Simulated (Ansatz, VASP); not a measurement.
**Re in VASP and in Ansatz**

INCAR

```
PREC     = Accurate       # precision mode
ENCUT    = 600            # plane-wave cutoff, eV
EDIFF    = 1E-6           # SCF threshold, eV
ISMEAR   = 0              # smearing method
SIGMA    = 0.1            # smearing width, eV
LREAL    = F              # projectors in reciprocal space
LASPH    = T              # aspherical terms in the spheres
NELM     = 120            # most SCF steps
ALGO     = Normal         # electronic algorithm
ISIF     = 2              # what is computed and relaxed
LWAVE    = F              # write WAVECAR
LCHARG   = F              # write CHGCAR
GGA      = PE             # functional
NBANDS   = 14             # bands
GGA_COMPAT= F
```

File KPOINTS:

```
Automatic mesh
0
Gamma
  15 15 8
```

File POSCAR:

```
Re
1.0
    2.7653363785      0.0000000000      0.0000000000
   -1.3826681893      2.3948515538      0.0000000000
    0.0000000000      0.0000000000      4.4735766300
Re
2
Direct
    0.3333333300      0.6666666700      0.2500000000
    0.7136424418      0.4272848735      0.7500000000
```

Input for Ansatz:

```yaml
crystal:
  lattice:
    - [2.7653363785, 0.0, 0.0]
    - [-1.3826681893, 2.3948515538, 0.0]
    - [0.0, 0.0, 4.47357663]
  atoms:
    - { symbol: Re, position: [0.33333333, 0.66666667, 0.25] }
    - { symbol: Re, position: [0.7136424418, 0.4272848735, 0.75] }
basis:
  ecutwfc: 420
kpoints:
  mp_grid: { grid: [15, 15, 8] }
hamiltonian:
  xc: pbe
scf:
  occupations: { method: gaussian, width: 0.1 }
output:
  forces: true
  stress: true
  eigenvalues: true
```

Change from the starting cell: one atom moved.

Alike in both runs: task single point; functional PBE; k mesh 15 × 15 × 8; occupations gaussian, width 0.1 eV; no spin polarisation.

|  | VASP | Ansatz |
| --- | --- | --- |
| version | VASP 6.6.1 | Ansatz 0.2.0 |
| potentials or method | VASP PAW PBE potentials, release 64 (Re), cutoff 600 eV | scalar-relativistic, plane waves, PAW |
| valence electrons in the cell | 14 | 30 |

Ansatz gave:

* gap on the k mesh at the Fermi level (eV): none
* pressure (GPa): 4.8
* traceless stress, the component that is largest in VASP (GPa): 5.64
* rms of the force components (eV/Å): 0.531

Question: Estimate VASP's values.

Answer: gap on the k mesh at the Fermi level (eV): none; pressure (GPa): 4.5; traceless stress, the component that is largest in VASP (GPa): 5.57; rms of the force components (eV/Å): 0.527.

Atom by atom the forces differ by 0.004 eV/Å (rms over components). A gap of «none» marks a metal or a gap that the smearing closes. The functional is the same, so the differences come from potentials, cutoffs and numerics. VASP's potentials hold 14 valence electrons a cell and Ansatz's 30, so a difference there can come from the potentials and not from the codes.

Neither program's run includes spin-orbit coupling.
